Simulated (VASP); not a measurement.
# GaP (F-43m) in VASP: notebook

The runs below take GaP through single point, with PBEsol.

All numbers are computed with VASP 6.6.1; they aren't measurements. Logs are shortened: lines on timing, memory, paths and dates and some standing lists are left out, and cuts for length are marked.

## (1) The cell of the first run

The structure is cubic, space group F-43m (No. 216). The conventional cell has a = 5.520 Å, b = 5.520 Å, c = 5.520 Å, α = 90.00°, β = 90.00°, γ = 90.00°. Ga (site symmetry -43m) has 4 P at 2.39 Å within 3.2 Å. Within 3.2 Å of P (site symmetry -43m) lie 4 Ga at 2.39 Å.

## (2) Single point, PBEsol

INCAR

```
ALGO = Normal
EDIFF = 1E-6
ENCUT = 520
GGA = PS
ISIF = 2
ISMEAR = 0
LASPH = True
LCHARG = True
LELF = True
LREAL = False
LVHAR = True
LWAVE = False
NBANDS = 16
NELM = 60
PREC = Accurate
SIGMA = 0.05
```

KPOINTS

```
k-points
0
Gamma
  6 6 6
```

POSCAR

```
GaP
1.0
    0.0000000000      2.7598497568      2.7598497568
    2.7598497568      0.0000000000      2.7598497568
    2.7598497568      2.7598497568      0.0000000000
Ga P
1 1
Direct
    0.0000000000      0.0000000000      0.0000000000
    0.2500000000      0.2500000000      0.2500000000
```

Potentials or basis: VASP PAW PBE potentials, release 64 (Ga_d, P).

Launch:

```console
$ cat potpaw_PBE.64/Ga_d/POTCAR potpaw_PBE.64/P/POTCAR > POTCAR
$ mpirun -np 1 vasp_std > vasp.out
```

OUTCAR:

```text
EDIFF = 1E-6
   ENCUT = 520
   GGA = PS
   ISIF = 2
   ISMEAR = 0
   LASPH = True
   LREAL = False
   NELM = 60
   PREC = Accurate

 ion  position               nearest neighbor table
   1  0.000  0.000  0.000-   2 2.39   2 2.39   2 2.39   2 2.39
   2  0.250  0.250  0.250-   1 2.39   1 2.39   1 2.39   1 2.39

  LATTYP: Found a face centered cubic cell.
 ALAT       =     5.5196995136

  Lattice vectors:

 A1 = (   0.0000000000,   2.7598497568,   2.7598497568)
 A2 = (   2.7598497568,   0.0000000000,   2.7598497568)
 A3 = (   2.7598497568,   2.7598497568,   0.0000000000)

Analysis of symmetry for initial positions (statically):
=====================================================================
 Subroutine PRICEL returns:
 Original cell was already a primitive cell.

 Routine SETGRP: Setting up the symmetry group for a
 face centered cubic supercell.

 Subroutine GETGRP returns: Found 24 space group operations
 (whereof 24 operations were pure point group operations)
 out of a pool of 48 trial point group operations.

The static configuration has the point symmetry T_d .

Analysis of symmetry for dynamics (positions and initial velocities):
=====================================================================
 Subroutine PRICEL returns:
 Original cell was already a primitive cell.

 Routine SETGRP: Setting up the symmetry group for a
 face centered cubic supercell.

 Subroutine GETGRP returns: Found 24 space group operations
 (whereof 24 operations were pure point group operations)
 out of a pool of 48 trial point group operations.

The dynamic configuration has the point symmetry T_d .

 Subroutine INISYM returns: Found 24 space group operations
 (whereof 24 operations are pure point group operations),
 and found     1 'primitive' translations

----------------------------------------------------------------------------------------

                                     Primitive cell

  volume of cell :      42.0423

  direct lattice vectors                    reciprocal lattice vectors
     0.000000000  2.759849757  2.759849757    -0.181169282  0.181169282  0.181169282
     2.759849757  0.000000000  2.759849757     0.181169282 -0.181169282  0.181169282
     2.759849757  2.759849757  0.000000000     0.181169282  0.181169282 -0.181169282

  length of vectors
     3.903016956  3.903016956  3.903016956     0.313794402  0.313794402  0.313794402

  position of ions in fractional coordinates (direct lattice)
     0.000000000  0.000000000  0.000000000
     0.250000000  0.250000000  0.250000000

  ion indices of the primitive-cell ions
   primitive index   ion index
                 1           1
                 2           2

----------------------------------------------------------------------------------------

 KPOINTS: k-points

Automatic generation of k-mesh.
 Grid dimensions read from file:
 generate k-points for:    6    6    6

 Generating k-lattice:

  Cartesian coordinates                     Fractional coordinates (reciprocal lattice)
    -0.030194880  0.030194880  0.030194880     0.166666667  0.000000000  0.000000000
     0.030194880 -0.030194880  0.030194880     0.000000000  0.166666667  0.000000000
     0.030194880  0.030194880 -0.030194880     0.000000000  0.000000000  0.166666667

  Length of vectors
     0.052299067  0.052299067  0.052299067

  Shift w.r.t. Gamma in fractional coordinates (k-lattice)
     0.000000000  0.000000000  0.000000000

 Subroutine IBZKPT returns following result:
 ===========================================

 Found     16 irreducible k-points:

 Following reciprocal coordinates:
            Coordinates               Weight
  0.000000  0.000000  0.000000      1.000000
  0.166667  0.000000  0.000000      8.000000
  0.333333  0.000000  0.000000      8.000000
  0.500000  0.000000  0.000000      4.000000
  0.166667  0.166667  0.000000      6.000000
  0.333333  0.166667  0.000000     24.000000
[... 8 lines left out ...]
 -0.333333  0.333333  0.166667     24.000000
 -0.333333  0.500000  0.166667     12.000000
   k-points           NKPTS =     16   k-points in BZ     NKDIM =     16   number of bands    NBANDS=     16
   number of dos      NEDOS =    301   number of ions     NIONS =      2
   total plane-waves  NPLWV =  27000
   dimension x,y,z NGX =    30 NGY =   30 NGZ =   30
   dimension x,y,z NGXF=    60 NGYF=   60 NGZF=   60
   ions per type =               1   1
   NGX,Y,Z   is equivalent  to a cutoff of  12.78, 12.78, 12.78 a.u.
   NGXF,Y,Z  is equivalent  to a cutoff of  25.56, 25.56, 25.56 a.u.
 SYSTEM =  unknown system
   PREC   = accura    normal or accurate (medium, high low for compatibility)
   ISTART =      0    job   : 0-new  1-cont  2-samecut
   ICHARG =      2    charge: 1-file 2-atom 10-const
   ISPIN  =      1    spin polarized calculation?
   LNONCOLLINEAR =      F non collinear calculations
   LSORBIT =      F    spin-orbit coupling
   LASPH  =      T    aspherical Exc in radial PAW
   ENCUT  =  520.0 eV  38.22 Ry    6.18 a.u.   7.26  7.26  7.26*2*pi/ulx,y,z
   NELM   =     60;   NELMIN=  2; NELMDL= -5     # of ELM steps
   EDIFF  = 0.1E-05   stopping-criterion for ELM
   LREAL  =      F    real-space projection
   EDIFFG = 0.1E-04   stopping-criterion for IOM
   NSW    =      0    number of steps for IOM
   IBRION =     -1    ionic relax: 0-MD 1-quasi-New 2-CG
   NFREE  =      0    steps in history (QN), initial steepest desc. (CG)
   ISIF   =      2    stress and relaxation
   ISYM   =      2    0-nonsym 1-usesym 2-fastsym
   POTIM  = 0.5000    time-step for ionic-motion
   TEBEG  =    0.0;   TEEND  =   0.0 temperature during run
   PSTRESS=    0.0 pullay stress
   NELECT =      18.0000    total number of electrons
   NUPDOWN=      -1.0000    fix difference up-down
   EMIN   =  10.00;   EMAX   =-10.00  energy-range for DOS
   EFERMI =   0.00;   METHOD = LEGACY
   ISMEAR =     0;   SIGMA  =   0.05  broadening in eV -4-tet -1-fermi 0-gaus
   EFERMI_NEDOS =   21; number of points for ismear=-14 and -15
   IALGO  =     38    algorithm
   IMIX   =      4    mixing-type and parameters
     AMIX     =   0.40;   BMIX     =  1.00
     AMIX_MAG =   1.60;   BMIX_MAG =  1.00
  volume/ion in A,a.u.               =      21.02       141.86
  Fermi-wavevector in a.u.,A,eV,Ry     =   1.233872  2.331681 20.714067  1.522441
  Thomas-Fermi vector in A             =   2.368585
   LORBIT       =      0    0 simple, 1 ext, 2 COOP (PROOUT), +10 PAW based schemes
   GGA     = PS    functional components
   LHFCALC =     F    Hartree Fock is set to
   AEXX    =    0.0000 exact exchange contribution
   IVDW    =     0    specifies the selected vdW correction
   LEPSILON=     F    determine dielectric tensor
   LRPA    =     F    only Hartree local field effects (RPA)
 non-spin polarized calculation
 Gauss-broadening in eV      SIGMA  =   0.05
  energy-cutoff  :      520.00
  volume of cell :       42.04
 maximum number of plane-waves:      1158
 NGX is ok and might be reduce to    30
   NGX = 15   NGY = 15   NGZ = 15

 number of electron      18.0000007 magnetization

 Free energy of the ion-electron system (eV)
  ---------------------------------------------------
  ext. energy  EPLUGINS =         0.00000000
  ---------------------------------------------------
  free energy    TOTEN  =        -9.88573235 eV

  energy without entropy =       -9.88573235  energy(sigma->0) =       -9.88573235

 E-fermi :   4.4321     XC(G=0):  -9.8484

 val. band max:        4.1966931839   @ k =   0.0000   0.0000   0.0000
 cond. band min:       5.6371624410   @ k =   0.0000   0.0000   0.0000
 fundamental gap:      1.4404692571
 Fermi energy:         4.4321071816

 k-point     1 :       0.0000    0.0000    0.0000
  band No.  band energies     occupation
      1     -10.2914      2.00000
      2     -10.2914      2.00000
      3     -10.2914      2.00000
      4     -10.2020      2.00000
      5     -10.2020      2.00000
      6      -8.0489      2.00000
[... 8 lines left out ...]
     15      13.9089      0.00000
     16      13.9089      0.00000

 k-point     2 :       0.1667    0.0000    0.0000
  band No.  band energies     occupation
      1     -10.3106      2.00000
      2     -10.2844      2.00000
      3     -10.2844      2.00000
      4     -10.2019      2.00000
      5     -10.2019      2.00000
      6      -7.7080      2.00000
[... 8 lines left out ...]
     15      13.0742      0.00000
     16      13.8735      0.00000

 k-point     3 :       0.3333    0.0000    0.0000
  band No.  band energies     occupation
      1     -10.3455      2.00000
      2     -10.2732      2.00000
      3     -10.2732      2.00000
      4     -10.1988      2.00000
      5     -10.1988      2.00000
      6      -6.8020      2.00000
[... 8 lines left out ...]
     15      13.7162      0.00000
     16      13.7162      0.00000

 k-point     4 :       0.5000    0.0000    0.0000
  band No.  band energies     occupation
      1     -10.3616      2.00000
      2     -10.2693      2.00000
      3     -10.2693      2.00000
      4     -10.1955      2.00000
      5     -10.1955      2.00000
      6      -6.0798      2.00000
[... 8 lines left out ...]
     15      15.7340      0.00000
     16      15.7340      0.00000
[... 172 lines left out ...]
 k-point    14 :       0.5000    0.3333    0.1667
  band No.  band energies     occupation
      1     -10.3669      2.00000
      2     -10.2609      2.00000
      3     -10.2509      2.00000
      4     -10.2144      2.00000
      5     -10.1924      2.00000
      6      -6.0593      2.00000
[... 8 lines left out ...]
     15      15.7027      0.00000
     16      17.1781      0.00000

 k-point    15 :      -0.3333    0.3333    0.1667
  band No.  band energies     occupation
      1     -10.3723      2.00000
      2     -10.2609      2.00000
      3     -10.2449      2.00000
      4     -10.2115      2.00000
      5     -10.1951      2.00000
      6      -5.4446      2.00000
[... 8 lines left out ...]
     15      16.3687      0.00000
     16      16.6838      0.00000

 k-point    16 :      -0.3333    0.5000    0.1667
  band No.  band energies     occupation
      1     -10.3824      2.00000
      2     -10.2509      2.00000
      3     -10.2376      2.00000
      4     -10.2203      2.00000
      5     -10.1903      2.00000
      6      -5.1568      2.00000
[... 8 lines left out ...]
     15      15.9072      0.00000
     16      17.5367      0.00000

------------------------ aborting loop because EDIFF is reached ----------------------------------------

  FORCE on cell =-STRESS in cart. coord.  units (eV):
  Direction    XX          YY          ZZ          XY          YZ          ZX
  --------------------------------------------------------------------------------------
  -------------------------------------------------------------------------------------
  Total       -0.9121855     -0.9121855     -0.9121855      0.0000000      0.0000000      0.0000000
  in kB      -34.7622132    -34.7622132    -34.7622132      0.0000000      0.0000000      0.0000000
  external PRESSURE =     -34.7622132 kB  Pullay stress =       0.0000000 kB

 VOLUME and BASIS-vectors are now :
 -----------------------------------------------------------------------------
  energy-cutoff  :      520.00
  volume of cell :       42.04
      direct lattice vectors                 reciprocal lattice vectors
     0.000000000  2.759849757  2.759849757    -0.181169282  0.181169282  0.181169282
     2.759849757  0.000000000  2.759849757     0.181169282 -0.181169282  0.181169282
     2.759849757  2.759849757  0.000000000     0.181169282  0.181169282 -0.181169282

 POSITION                                       TOTAL-FORCE (eV/Angst)
 -----------------------------------------------------------------------------------
      0.00000      0.00000      0.00000        -0.000000     -0.000000     -0.000000
      1.37992      1.37992      1.37992         0.000000      0.000000      0.000000
 -----------------------------------------------------------------------------------
    total drift:                                0.000000      0.000000      0.000000

  FREE ENERGIE OF THE ION-ELECTRON SYSTEM (eV)
  ---------------------------------------------------
  free  energy   TOTEN  =        -9.8857323460 eV

  energy  without entropy=       -9.8857323460  energy(sigma->0) =       -9.88573235
```

Run time: 9.6 s. Hardware: 1 thread of AMD EPYC 7R13 (Zen 3), shared host; peak memory 0.13 GiB.

What came out:

```
Free energy            : -9.8857 eV
Pressure               : -3.5 GPa
Band gap on the k mesh : 1.44 eV
```

Caveat: the cell stands under tension; the PAW data sets were made with another functional, which shifts forces and pressure a little. A k mesh can miss the band edges.

## (3) Single point, PBEsol

This run uses another cell than the first one, of 20.42 Å³/atom.

INCAR

```
SYSTEM = GaP
PREC     = Accurate       ! precision mode
ENCUT    = 520            ! plane-wave cutoff, eV
EDIFF    = 1E-6           ! SCF threshold, eV
ISMEAR   = 0              ! smearing method
SIGMA    = 0.05           ! smearing width, eV
LREAL    = .FALSE.        ! projectors in reciprocal space
LASPH    = .TRUE.         ! aspherical terms in the spheres
NELM     = 60             ! most SCF steps
ALGO     = Normal         ! electronic algorithm
ISIF     = 2              ! what is computed and relaxed
LWAVE    = .FALSE.        ! write WAVECAR
LCHARG   = .FALSE.        ! write CHGCAR
GGA      = PS             ! functional
NBANDS   = 16             ! bands
```

KPOINTS

```
Automatic mesh
0
G
  6 6 6
  0 0 0
```

POSCAR

```
GaP
1.0
    0.0000000000      2.7334566911      2.7334566911
    2.7334566911      0.0000000000      2.7334566911
    2.7334566911      2.7334566911      0.0000000000
Ga P
1 1
Direct
    0.0000000000      0.0000000000      0.0000000000
    0.2500000000      0.2500000000      0.2500000000
```

Potentials or basis: VASP PAW PBE potentials, release 64 (Ga_d, P).

Launch:

```console
$ cat potpaw_PBE.64/Ga_d/POTCAR potpaw_PBE.64/P/POTCAR > POTCAR
$ mpirun -np 1 vasp_std > vasp.out
```

It took 9.1 s on 1 thread of AMD EPYC 7R13 (Zen 3), shared host; peak memory 0.13 GiB.

Results (log left out):

- Free energy: -9.9036 eV
- Pressure: -1.3 GPa
- Band gap on the k mesh: 1.53 eV (least direct gap 1.67 eV)

Levels at points of the mesh, in eV from the valence-band top:
```csv
k point,band 6,band 7,band 8,band 9,band 10,band 11,band 12,band 13
"(0.00, 0.00, 0.00)",-12.46,0.00,0.00,0.00,1.67,3.82,3.82,3.82
"(0.50, 0.00, 0.00)",-10.40,-6.65,-1.12,-1.12,1.55,4.65,4.65,8.07
"(0.50, 0.50, 0.00)",-9.50,-6.77,-2.68,-2.68,1.53,1.72,10.48,10.48
```

Caveat: the PAW data sets were made with another functional, which shifts forces and pressure a little.

## (4) Single point, PBEsol (19.51 Å³/atom)

This run uses another cell than the first one, of 19.51 Å³/atom.

INCAR

```
ALGO = Normal ; EDIFF = 1E-6
ENCUT = 520 ; GGA = PS
ISIF = 2 ; ISMEAR = 0
LASPH = True ; LCHARG = False
LREAL = False ; LWAVE = False
NBANDS = 16 ; NELM = 60
PREC = Accurate ; SIGMA = 0.02
```

KPOINTS

```
k-points
0
Gamma
  10 10 10
```

POSCAR

```
GaP
1.0
    0.0000000000      2.6920000000      2.6920000000
    2.6920000000      0.0000000000      2.6920000000
    2.6920000000      2.6920000000      0.0000000000
Ga P
1 1
Direct
    0.0000000000      0.0000000000      0.0000000000
    0.2500000000      0.2500000000      0.2500000000
```

Launch:

```console
$ cat potpaw_PBE.64/Ga_d/POTCAR potpaw_PBE.64/P/POTCAR > POTCAR
$ mpirun -np 1 vasp_std > vasp.out
```

Wall time 18 s (1 thread of AMD EPYC 7R13 (Zen 3), shared host); peak memory 0.14 GiB.

Results (log left out):

- Free energy: -9.9137 eV
- Pressure: 2.6 GPa
- Band gap on the k mesh: 1.42 eV (least direct gap 2.06 eV)

Levels at points of the mesh, in eV from the valence-band top:
```csv
k point,band 7,band 8,band 9,band 10,band 11,band 12
"(0.00, 0.00, 0.00)",0.00,0.00,0.00,2.06,3.82,3.82
"(0.50, 0.00, 0.00)",-6.91,-1.18,-1.18,1.70,4.64,4.64
"(0.50, 0.50, 0.00)",-6.99,-2.84,-2.84,1.44,1.68,10.83
```

Caveat: the PAW data sets were made with another functional, which shifts forces and pressure a little. A k mesh can miss the band edges.

## (5) Overview

| cell | k mesh | smearing | gap on the mesh (eV) | pressure (GPa) |
| --- | --- | --- | --- | --- |
| a = 3.903 Å, angles 60.0°, 2 atoms | 6 × 6 × 6 | gaussian 0.05 eV | 1.44 | -3.5 |
| a = 3.866 Å, angles 60.0°, 2 atoms | 6 × 6 × 6 | gaussian 0.05 eV | 1.53 | -1.3 |
| a = 3.807 Å, angles 60.0°, 2 atoms | 10 × 10 × 10 | gaussian 0.02 eV | 1.42 | 2.6 |

Alike in all rows: task single point; level PBEsol; potentials or basis VASP PAW PBE potentials, release 64 (Ga_d, P); no spin polarisation; cutoff (eV) 520.

Caveats: the PAW data sets were made with another functional, which shifts forces and pressure a little; the cell stands under tension (at least some runs).

Absolute energies hang on the potentials; compare differences alone.
